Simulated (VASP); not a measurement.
# C in VASP: a series of runs

C is run at these levels: PBE+D3(BJ); tasks: single point.

All numbers are computed with VASP 6.6.1; they aren't measurements. Logs are shortened: lines on timing, memory, paths and dates and some standing lists are left out, and cuts for length are marked.

## Step 1: The cell of the first run

The cell holds a slab with vacuum, 4 atoms: a = 2.466 Å, b = 2.466 Å, c = 17.500 Å, α = 90.00°, β = 90.00°, γ = 120.00°.

## Step 2: Single point, PBE+D3(BJ)

The input, INCAR:

```
SYSTEM = C
  PREC = Accurate
  ENCUT = 520
  EDIFF = 1E-6
  ISMEAR = 0
  SIGMA = 0.1
  LREAL = .False.
  LASPH = .True.
  NELM = 60
  ALGO = Normal
  ISIF = 2
  LWAVE = .False.
  LCHARG = .False.
  LDIPOL = .True.
  IDIPOL = 3
  DIPOL = 0.5 0.5 0.352
  GGA = PE
  IVDW = 12
  NBANDS = 16
```

The input, KPOINTS:

```
Automatic mesh
0
Gamma
  15 15 1
  0 0 0
```

The input, POSCAR:

```
C
1.0
    2.4657189577      0.0000000000      0.0000000000
   -1.2328594788      2.1353752560      0.0000000000
    0.0000000000      0.0000000000     17.5000000000
C
4
Direct
    0.3333333333      0.6666666667      0.2571428571
    0.6666666667      0.3333333333      0.2571428571
    0.3333333333      0.6666666667      0.4462857143
    0.0000000000      1.0000000000      0.4462857143
```

Potentials or basis: VASP PAW PBE potentials, release 64 (C).

Command:

```sh
$ cat potpaw_PBE.64/C/POTCAR > POTCAR
$ mpirun -np 1 vasp_std > vasp.out
```

OUTCAR:

```text
SYSTEM = C
   PREC = Accurate
   ENCUT = 520
   EDIFF = 1E-6
   ISMEAR = 0
   LREAL = .False.
   LASPH = .True.
   NELM = 60
   ISIF = 2
   GGA = PE
   IVDW = 12
 IVDW          = 12

 ion  position               nearest neighbor table
   1  0.333  0.667  0.257-   2 1.42   2 1.42   2 1.42
   2  0.667  0.333  0.257-   1 1.42   1 1.42   1 1.42
   3  0.333  0.667  0.446-   4 1.42   4 1.42   4 1.42
   4  0.000  0.000  0.446-   3 1.42   3 1.42   3 1.42

  LATTYP: Found a hexagonal cell.
 ALAT       =     2.4657189577
 C/A-ratio  =     7.0973214305

  Lattice vectors:

 A1 = (   2.4657189577,   0.0000000000,   0.0000000000)
 A2 = (  -1.2328594788,   2.1353752560,   0.0000000000)
 A3 = (   0.0000000000,   0.0000000000,  17.5000000000)

Analysis of symmetry for initial positions (statically):
=====================================================================
 Subroutine PRICEL returns:
 Original cell was already a primitive cell.

 Routine SETGRP: Setting up the symmetry group for a
 hexagonal supercell.

 Subroutine GETGRP returns: Found 12 space group operations
 (whereof  6 operations were pure point group operations)
 out of a pool of 24 trial point group operations.

The static configuration has the point symmetry C_3v.
 The point group associated with its full space group is D_3d.

Analysis of symmetry for dynamics (positions and initial velocities):
=====================================================================
 Subroutine PRICEL returns:
 Original cell was already a primitive cell.

 Routine SETGRP: Setting up the symmetry group for a
 hexagonal supercell.

 Subroutine GETGRP returns: Found 12 space group operations
 (whereof  6 operations were pure point group operations)
 out of a pool of 24 trial point group operations.

The dynamic configuration has the point symmetry C_3v.
 The point group associated with its full space group is D_3d.

 Subroutine INISYM returns: Found 12 space group operations
 (whereof  6 operations are pure point group operations),
 and found     1 'primitive' translations

----------------------------------------------------------------------------------------

                                     Primitive cell

  volume of cell :      92.1416

  direct lattice vectors                    reciprocal lattice vectors
     2.465718958  0.000000000  0.000000000     0.405561225  0.234150882  0.000000000
    -1.232859479  2.135375256  0.000000000     0.000000000  0.468301764  0.000000000
     0.000000000  0.000000000 17.500000000     0.000000000  0.000000000  0.057142857

  length of vectors
     2.465718958  2.465718958 17.500000000     0.468301764  0.468301764  0.057142857

  position of ions in fractional coordinates (direct lattice)
     0.333333333  0.666666667  0.257142857
     0.666666667  0.333333333  0.257142857
     0.333333333  0.666666667  0.446285714
     0.000000000  0.000000000  0.446285714

  ion indices of the primitive-cell ions
   primitive index   ion index
                 1           1
                 2           2
                 3           3
                 4           4

----------------------------------------------------------------------------------------

 KPOINTS: Automatic mesh

Automatic generation of k-mesh.
 Grid dimensions read from file:
 generate k-points for:   15   15    1

 Generating k-lattice:

  Cartesian coordinates                     Fractional coordinates (reciprocal lattice)
     0.027037415  0.015610059  0.000000000     0.066666667  0.000000000  0.000000000
     0.000000000  0.031220118  0.000000000     0.000000000  0.066666667  0.000000000
     0.000000000  0.000000000  0.057142857     0.000000000  0.000000000  1.000000000

  Length of vectors
     0.031220118  0.031220118  0.057142857

  Shift w.r.t. Gamma in fractional coordinates (k-lattice)
     0.000000000  0.000000000  0.000000000

 Subroutine IBZKPT returns following result:
 ===========================================

 Found     27 irreducible k-points:

 Following reciprocal coordinates:
            Coordinates               Weight
  0.000000  0.000000  0.000000      1.000000
  0.066667  0.000000  0.000000      6.000000
  0.133333  0.000000  0.000000      6.000000
  0.200000  0.000000  0.000000      6.000000
  0.266667  0.000000  0.000000      6.000000
  0.333333  0.000000  0.000000      6.000000
[... 16 lines left out ...]
  0.333333  0.200000  0.000000     12.000000
  0.400000  0.200000  0.000000      6.000000
 [... further k-points ...]
   k-points           NKPTS =     27   k-points in BZ     NKDIM =     27   number of bands    NBANDS=     16
   number of dos      NEDOS =    301   number of ions     NIONS =      4
   total plane-waves  NPLWV =  45360
   dimension x,y,z NGX =    18 NGY =   18 NGZ =  140
   dimension x,y,z NGXF=    36 NGYF=   36 NGZF=  280
   ions per type =               4
   NGX,Y,Z   is equivalent  to a cutoff of  12.14, 12.14, 13.30 a.u.
   NGXF,Y,Z  is equivalent  to a cutoff of  24.27, 24.27, 26.60 a.u.
 SYSTEM =  C
   PREC   = accura    normal or accurate (medium, high low for compatibility)
   ISTART =      0    job   : 0-new  1-cont  2-samecut
   ICHARG =      2    charge: 1-file 2-atom 10-const
   ISPIN  =      1    spin polarized calculation?
   LNONCOLLINEAR =      F non collinear calculations
   LSORBIT =      F    spin-orbit coupling
   LASPH  =      T    aspherical Exc in radial PAW
   ENCUT  =  520.0 eV  38.22 Ry    6.18 a.u.   4.58  4.58 32.54*2*pi/ulx,y,z
   NELM   =     60;   NELMIN=  2; NELMDL= -5     # of ELM steps
   EDIFF  = 0.1E-05   stopping-criterion for ELM
   LREAL  =      F    real-space projection
[... 7 lines left out ...]
   TEBEG  =    0.0;   TEEND  =   0.0 temperature during run
   PSTRESS=    0.0 pullay stress
   NELECT =      16.0000    total number of electrons
   NUPDOWN=      -1.0000    fix difference up-down
   EMIN   =  10.00;   EMAX   =-10.00  energy-range for DOS
   EFERMI =   0.00;   METHOD = LEGACY
   ISMEAR =     0;   SIGMA  =   0.10  broadening in eV -4-tet -1-fermi 0-gaus
   EFERMI_NEDOS =   21; number of points for ismear=-14 and -15
   IALGO  =     38    algorithm
   IMIX   =      4    mixing-type and parameters
     AMIX     =   0.40;   BMIX     =  1.00
     AMIX_MAG =   1.60;   BMIX_MAG =  1.00
  volume/ion in A,a.u.               =      23.04       155.45
  Fermi-wavevector in a.u.,A,eV,Ry     =   0.913334  1.725951 11.349690  0.834179
  Thomas-Fermi vector in A             =   2.037833
   LORBIT       =      0    0 simple, 1 ext, 2 COOP (PROOUT), +10 PAW based schemes
   GGA     = PE    functional components
   LHFCALC =     F    Hartree Fock is set to
   AEXX    =    0.0000 exact exchange contribution
   IVDW    =    12    specifies the selected vdW correction
   LEPSILON=     F    determine dielectric tensor
   LRPA    =     F    only Hartree local field effects (RPA)
 non-spin polarized calculation
 Gauss-broadening in eV      SIGMA  =   0.10
  energy-cutoff  :      520.00
  volume of cell :       92.14
 maximum number of plane-waves:      2521
   NGX =  9   NGY =  9   NGZ = 65

 dipolmoment           0.000000      0.000000      0.000224 electrons x Angstroem

 number of electron      15.9999998 magnetization

 dipolmoment           0.000000      0.000000     -0.000001 electrons x Angstroem

 Free energy of the ion-electron system (eV)
  ---------------------------------------------------
  ext. energy  EPLUGINS =         0.00000000
  ---------------------------------------------------
  free energy    TOTEN  =       -36.86716671 eV

  energy without entropy =      -36.86616370  energy(sigma->0) =      -36.86666521

 E-fermi :  -0.8456     XC(G=0):  -4.4237

 val. band max:       -0.8456394943   @ k =   0.3333   0.3333   0.0000
 cond. band min:      -0.8456357131   @ k =   0.3333   0.3333   0.0000
 fundamental gap:      0.0000037812
 Fermi energy:        -0.8456375821

 k-point     1 :       0.0000    0.0000    0.0000
  band No.  band energies     occupation
      1     -20.4365      2.00000
      2     -20.2693      2.00000
      3      -8.9561      2.00000
      4      -7.9149      2.00000
      5      -3.8736      2.00000
      6      -3.8736      2.00000
[... 8 lines left out ...]
     15       7.4689      0.00000
     16       7.4983      0.00000

 k-point     2 :       0.0667    0.0000    0.0000
  band No.  band energies     occupation
      1     -20.3309      2.00000
      2     -20.1648      2.00000
      3      -8.8288      2.00000
      4      -7.7919      2.00000
      5      -4.3011      2.00000
      6      -4.2846      2.00000
[... 8 lines left out ...]
     15       7.5591      0.00000
     16       7.9197      0.00000

 k-point     3 :       0.1333    0.0000    0.0000
  band No.  band energies     occupation
      1     -20.0148      2.00000
      2     -19.8518      2.00000
      3      -8.4489      2.00000
      4      -7.4251      2.00000
      5      -5.4352      2.00000
      6      -5.4061      2.00000
[... 8 lines left out ...]
     15       7.6071      0.00000
     16       8.9636      0.00000

 k-point     4 :       0.2000    0.0000    0.0000
  band No.  band energies     occupation
      1     -19.4905      2.00000
      2     -19.3327      2.00000
      3      -7.8227      2.00000
      4      -6.9896      2.00000
      5      -6.9458      2.00000
      6      -6.8218      2.00000
[... 8 lines left out ...]
     15       7.4848      0.00000
     16       7.6691      0.00000

 k-point     5 :       0.2667    0.0000    0.0000
  band No.  band energies     occupation
      1     -18.7622      2.00000
      2     -18.6117      2.00000
      3      -8.7286      2.00000
      4      -8.6686      2.00000
      5      -6.9633      2.00000
      6      -6.0559      2.00000
[... 8 lines left out ...]
     15       7.2026      0.00000
     16       7.9962      0.00000

 k-point     6 :       0.3333    0.0000    0.0000
  band No.  band energies     occupation
      1     -17.8377      2.00000
      2     -17.6965      2.00000
      3     -10.4997      2.00000
      4     -10.4245      2.00000
      5      -6.6265      2.00000
      6      -6.5966      2.00000
[... 8 lines left out ...]
     15       7.5660      0.00000
     16       9.2521      0.00000
[... 267 lines left out ...]
 k-point    21 :       0.2000    0.2000    0.0000
  band No.  band energies     occupation
      1     -17.6361      2.00000
      2     -17.4968      2.00000
      3      -9.7892      2.00000
      4      -9.7533      2.00000
      5      -8.3068      2.00000
      6      -8.2801      2.00000
[... 8 lines left out ...]
     15       9.4440      0.00000
     16       9.9526      0.00000

 k-point    22 :       0.2667    0.2000    0.0000
  band No.  band energies     occupation
      1     -16.6357      2.00000
      2     -16.5068      2.00000
      3     -11.0824      2.00000
      4     -11.0231      2.00000
      5      -9.1338      2.00000
      6      -9.0905      2.00000
[... 8 lines left out ...]
     15      10.1092      0.00000
     16      10.5051      0.00000

 k-point    23 :       0.3333    0.2000    0.0000
  band No.  band energies     occupation
      1     -15.4852      2.00000
      2     -15.3706      2.00000
      3     -12.5156      2.00000
      4     -12.4357      2.00000
      5      -9.5663      2.00000
      6      -9.5112      2.00000
[... 8 lines left out ...]
     15      10.6059      0.00000
     16      11.1202      0.00000

 k-point    24 :       0.4000    0.2000    0.0000
  band No.  band energies     occupation
      1     -14.5329      2.00000
      2     -14.4733      2.00000
      3     -13.5285      2.00000
      4     -13.4907      2.00000
      5      -9.7005      2.00000
      6      -9.6424      2.00000
[... 8 lines left out ...]
     15      11.1069      0.00000
     16      11.2374      0.00000

 [... further k-points ...]

------------------------ aborting loop because EDIFF is reached ----------------------------------------

 vacuum level on the upper side and lower side of the slab       (xc-potential included)        -0.134        -0.136

 Edisp (eV)   -0.48401

 E8    (eV) :    -0.1449

  FORCE on cell =-STRESS in cart. coord.  units (eV):
  Direction    XX          YY          ZZ          XY          YZ          ZX
  --------------------------------------------------------------------------------------
  -------------------------------------------------------------------------------------
  Total       0.10485     0.10485     0.07824     0.00000     0.00000    -0.00000
  in kB       1.82324     1.82324     1.36048     0.00000     0.00000    -0.00000
  external pressure =        1.67 kB  Pullay stress =        0.00 kB

 VOLUME and BASIS-vectors are now :
 -----------------------------------------------------------------------------
  energy-cutoff  :      520.00
  volume of cell :       92.14
      direct lattice vectors                 reciprocal lattice vectors
     2.465718958  0.000000000  0.000000000     0.405561225  0.234150882  0.000000000
    -1.232859479  2.135375256  0.000000000     0.000000000  0.468301764  0.000000000
     0.000000000  0.000000000 17.500000000     0.000000000  0.000000000  0.057142857

 POSITION                                       TOTAL-FORCE (eV/Angst)
 -----------------------------------------------------------------------------------
     -0.00000      1.42358      4.50000         0.000000     -0.000000     -0.004037
      1.23286      0.71179      4.50000        -0.000000      0.000000     -0.027312
     -0.00000      1.42358      7.81000        -0.000000      0.000000      0.004037
      0.00000      0.00000      7.81000        -0.000000      0.000000      0.027312
 -----------------------------------------------------------------------------------
    total drift:                                0.000000     -0.000000     -0.000021

  FREE ENERGIE OF THE ION-ELECTRON SYSTEM (eV)
  ---------------------------------------------------
  free  energy   TOTEN  =       -37.3511809598 eV

  energy  without entropy=      -37.3501779539  energy(sigma->0) =      -37.35067946

 vacuum level on the upper side and lower side of the slab         3.369         3.368
```

It took 30 s on 1 thread of Intel Xeon Platinum 8375C at 2.90GHz (Ice Lake), shared host; peak memory 0.21 GiB.

Results:

| Quantity | Value |
| --- | --- |
| Free energy | -37.3512 eV |
| Largest force | 0.027 eV/Å |
| Band gap on the k mesh | zero (filled and empty bands touch) |
| Dispersion energy per atom | -0.121 eV |

Forces on the atoms (eV/Å):
```
C    0.000  0.000 -0.004
C    0.000  0.000 -0.027
C    0.000  0.000  0.004
C    0.000  0.000  0.027
```

## Step 3: Single point, PBE+D3(BJ)

The input, INCAR:

```
  PREC = Accurate
  ENCUT = 520
  EDIFF = 1E-7
  ISMEAR = 0
  SIGMA = 0.1
  LREAL = F
  LASPH = T
  NELM = 60
  ALGO = Normal
  ISIF = 2
  LWAVE = F
  LCHARG = F
  LDIPOL = T
  IDIPOL = 3
  DIPOL = 0.5 0.5 0.352
  GGA = PE
  IVDW = 12
  NBANDS = 16
```

The input, KPOINTS:

```
Automatic mesh
0
Gamma
  15 15 1
```

POSCAR is that of step 2.

Potentials or basis: VASP PAW PBE potentials, release 64 (C).

Command:

```sh
$ cat potpaw_PBE.64/C/POTCAR > POTCAR
$ mpirun -np 1 vasp_std > vasp.out
```

OUTCAR:

```text
PREC = Accurate
   ENCUT = 520
   EDIFF = 1E-7
   ISMEAR = 0
   LREAL = F
   LASPH = T
   NELM = 60
   ISIF = 2
   GGA = PE
   IVDW = 12
 IVDW          = 12

 ion  position               nearest neighbor table
   1  0.333  0.667  0.257-   2 1.42   2 1.42   2 1.42
   2  0.667  0.333  0.257-   1 1.42   1 1.42   1 1.42
   3  0.333  0.667  0.446-   4 1.42   4 1.42   4 1.42
   4  0.000  0.000  0.446-   3 1.42   3 1.42   3 1.42

  LATTYP: Found a hexagonal cell.
 ALAT       =     2.4657189577
 C/A-ratio  =     7.0973214305

  Lattice vectors:

 A1 = (   2.4657189577,   0.0000000000,   0.0000000000)
 A2 = (  -1.2328594788,   2.1353752560,   0.0000000000)
 A3 = (   0.0000000000,   0.0000000000,  17.5000000000)

Analysis of symmetry for initial positions (statically):
=====================================================================
 Subroutine PRICEL returns:
 Original cell was already a primitive cell.

 Routine SETGRP: Setting up the symmetry group for a
 hexagonal supercell.

 Subroutine GETGRP returns: Found 12 space group operations
 (whereof  6 operations were pure point group operations)
 out of a pool of 24 trial point group operations.

The static configuration has the point symmetry C_3v.
[... 184 lines left out ...]
      5      -3.8736      2.00000
      6      -3.8736      2.00000
[... 433 lines left out ...]
      3     -13.5285      2.00000
      4     -13.4907      2.00000
      5      -9.7005      2.00000
      6      -9.6424      2.00000
[... 8 lines left out ...]
     15      11.1069      0.00000
     16      11.2374      0.00000

 [... further k-points ...]

------------------------ aborting loop because EDIFF is reached ----------------------------------------

 vacuum level on the upper side and lower side of the slab       (xc-potential included)        -0.135        -0.136

 Edisp (eV)   -0.48401

 E8    (eV) :    -0.1449

  FORCE on cell =-STRESS in cart. coord.  units (eV):
  Direction    XX          YY          ZZ          XY          YZ          ZX
  --------------------------------------------------------------------------------------
  -------------------------------------------------------------------------------------
  Total       0.10485     0.10485     0.07825     0.00000    -0.00000     0.00000
  in kB       1.82316     1.82316     1.36063     0.00000    -0.00000     0.00000
  external pressure =        1.67 kB  Pullay stress =        0.00 kB

 VOLUME and BASIS-vectors are now :
 -----------------------------------------------------------------------------
  energy-cutoff  :      520.00
  volume of cell :       92.14
      direct lattice vectors                 reciprocal lattice vectors
     2.465718958  0.000000000  0.000000000     0.405561225  0.234150882  0.000000000
    -1.232859479  2.135375256  0.000000000     0.000000000  0.468301764  0.000000000
     0.000000000  0.000000000 17.500000000     0.000000000  0.000000000  0.057142857

 POSITION                                       TOTAL-FORCE (eV/Angst)
 -----------------------------------------------------------------------------------
     -0.00000      1.42358      4.50000        -0.000000      0.000000     -0.004039
      1.23286      0.71179      4.50000        -0.000000      0.000000     -0.027314
     -0.00000      1.42358      7.81000         0.000000      0.000000      0.004039
      0.00000      0.00000      7.81000         0.000000      0.000000      0.027314
 -----------------------------------------------------------------------------------
    total drift:                                0.000000     -0.000000     -0.000021

  FREE ENERGIE OF THE ION-ELECTRON SYSTEM (eV)
  ---------------------------------------------------
  free  energy   TOTEN  =       -37.3511809583 eV

  energy  without entropy=      -37.3501779524  energy(sigma->0) =      -37.35067946

 vacuum level on the upper side and lower side of the slab         3.364         3.363
```

OSZICAR:

```text
N       E                     dE             d eps       ncg     rms          rms(c)
DAV:   1     0.873529372618E+02    0.87353E+02   -0.65566E+03   864   0.801E+02
DAV:   2    -0.308823771476E+02   -0.11824E+03   -0.10546E+03  1248   0.192E+02
DAV:   3    -0.391709882332E+02   -0.82886E+01   -0.82146E+01  1072   0.537E+01
DAV:   4    -0.393094493189E+02   -0.13846E+00   -0.13815E+00  1184   0.870E+00
[... 11 lines left out ...]
DAV:  16    -0.368671418067E+02   -0.49513E-04   -0.22021E-06  1056   0.866E-03    0.332E-03
DAV:  17    -0.368671634573E+02   -0.21651E-04   -0.16006E-06   944   0.569E-03    0.239E-03
DAV:  18    -0.368671650706E+02   -0.16133E-05   -0.47077E-08   824   0.141E-03    0.837E-04
DAV:  19    -0.368671666189E+02   -0.15483E-05   -0.49345E-08   800   0.113E-03    0.151E-04
DAV:  20    -0.368671667094E+02   -0.90502E-07   -0.32032E-09   824   0.323E-04
   1 F= -.37351181E+02 E0= -.37350679E+02  d E =-.100301E-02
```

stdout:

```text
POSCAR found type information on POSCAR C
 POSCAR found :  1 types and       4 ions
 scaLAPACK will be used
 LDA part: xc-table for (Slater+PW92), standard interpolation
 POSCAR, INCAR and KPOINTS ok, starting setup
 FFT: planning ... GRIDC
 FFT: planning ... GRID_SOFT
 FFT: planning ... GRID
 WAVECAR not read
 entering main loop
```

Run time: 39 s. Hardware: 1 thread of Intel Xeon Platinum 8375C at 2.90GHz (Ice Lake), shared host; peak memory 0.2 GiB.

What came out:

* Free energy: -37.3512 eV
* Largest force: 0.027 eV/Å
* Band gap on the k mesh: zero (filled and empty bands touch)
* Dispersion energy per atom: -0.121 eV

Forces on the atoms (eV/Å):
```
C    0.000  0.000 -0.004
C    0.000  0.000 -0.027
C    0.000  0.000  0.004
C    0.000  0.000  0.027
```
